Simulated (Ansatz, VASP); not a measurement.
One calculation of CuGe4, two programs

File INCAR:

```
  PREC = Accurate
  ENCUT = 520
  EDIFF = 1E-6
  ISMEAR = 0
  SIGMA = 0.1
  LREAL = F
  LASPH = T
  NELM = 80
  ALGO = Normal
  ISIF = 2
  LWAVE = F
  LCHARG = F
  LDIPOL = T
  IDIPOL = 3
  DIPOL = 0.5 0.5 0.335
  GGA = PE
  IVDW = 12
  NBANDS = 42
```

File KPOINTS:

```
Automatic mesh
0
Gamma
  9 9 1
```

Contents of POSCAR:

```
CuGe4
1.0
    4.0303587933      0.0000000000      0.0000000000
   -2.0151793967      3.4903931014      0.0000000000
    0.0000000000      0.0000000000     21.4984134729
Ge Cu
4 1
Direct
    0.3333333333      0.6666666667      0.1860602414
    0.0000000000      0.0000000000      0.2243278812
    0.0000000000      0.0000000000      0.3459155542
    0.6666666667      0.3333333333      0.3813496974
    1.3333333333      0.6666666667      0.5348493966
```

Input for Ansatz:

```yaml
crystal:
  lattice:
    - [4.0303587933, 0.0, 0.0]
    - [-2.0151793967, 3.4903931014, 0.0]
    - [0.0, 0.0, 21.4984134729]
  atoms:
    - { symbol: Ge, position: [0.3333333333, 0.6666666667, 0.1860602414] }
    - { symbol: Ge, position: [0.0, 0.0, 0.2243278812] }
    - { symbol: Ge, position: [0.0, 0.0, 0.3459155542] }
    - { symbol: Ge, position: [0.6666666667, 0.3333333333, 0.3813496974] }
    - { symbol: Cu, position: [1.3333333333, 0.6666666667, 0.5348493966] }
basis:
  ecutwfc: 420
kpoints:
  mp_grid: { grid: [9, 9, 1] }
hamiltonian:
  xc: pbe
  pseudopotentials: { kind: paw, azcp: { folder: soft_1 } }
  dispersion: d3bj
scf:
  occupations: { method: gaussian, width: 0.1 }
output:
  forces: true
  eigenvalues: true
efield:
  axis: 3
  dipole_correction: true
  ramp_width: 0.04
```

Alike in both runs: task single point; functional PBE; dispersion D3(BJ); k mesh 9 × 9 × 1; occupations gaussian, width 0.1 eV; no spin polarisation.

```csv
,VASP,Ansatz
version,VASP 6.6.1,Ansatz 0.2.0
potentials or method,"VASP PAW PBE potentials, release 64 (Ge_d, Cu), cutoff 520 eV","scalar-relativistic, plane waves, PAW"
valence electrons in the cell,67,75
```

```csv
,VASP,Ansatz,Ansatz less VASP
gap on the k mesh at the Fermi level (eV),none,none,-
rms of the force components (eV/Å),0.158,0.158,-0.0002
```

Atom by atom the forces differ by 0.001 eV/Å (rms over components). A gap of «none» marks a metal or a gap that the smearing closes. VASP's potentials hold 67 valence electrons a cell and Ansatz's 75, so a difference there can come from the potentials and not from the codes.
